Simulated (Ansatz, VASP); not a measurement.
One calculation of YBeCl5, two programs

```
CELL_PARAMETERS angstrom
4.34079 0.00000 0.00000
0.00000 4.34079 0.00000
0.00000 0.00000 7.09867
ATOMIC_POSITIONS crystal
Y 0.50000 0.50000 0.00000
Be 0.00000 0.00000 0.50000
Cl 0.00000 0.50000 0.29362
Cl 0.00000 0.50000 0.70638
Cl 0.50000 0.00000 0.29362
Cl 0.50000 0.00000 0.70638
Cl 0.00000 0.00000 0.00000
```

Alike in both runs: task single point; functional r2SCAN; dispersion rVV10; k mesh 6 × 6 × 4; occupations fermi-dirac, width 0.03 eV; no spin polarisation.

|  | VASP | Ansatz |
| --- | --- | --- |
| version | VASP 6.6.1 | Ansatz 0.2.0 |
| potentials or method | VASP PAW PBE potentials, release 64 (Y_sv, Be, Cl) | plane waves, PAW |
| plane-wave cutoff (eV) | 520 | 500 |
| valence electrons in the cell | 48 | 48 |

|  | VASP | Ansatz | Ansatz less VASP |
| --- | --- | --- | --- |
| gap on the k mesh at the Fermi level (eV) | 2.46 | 2.45 | -0.017 |
| pressure (GPa) | -0.1 | 0.0 | +0.10 |

VASP's potentials were made for PBE, not for r2SCAN.
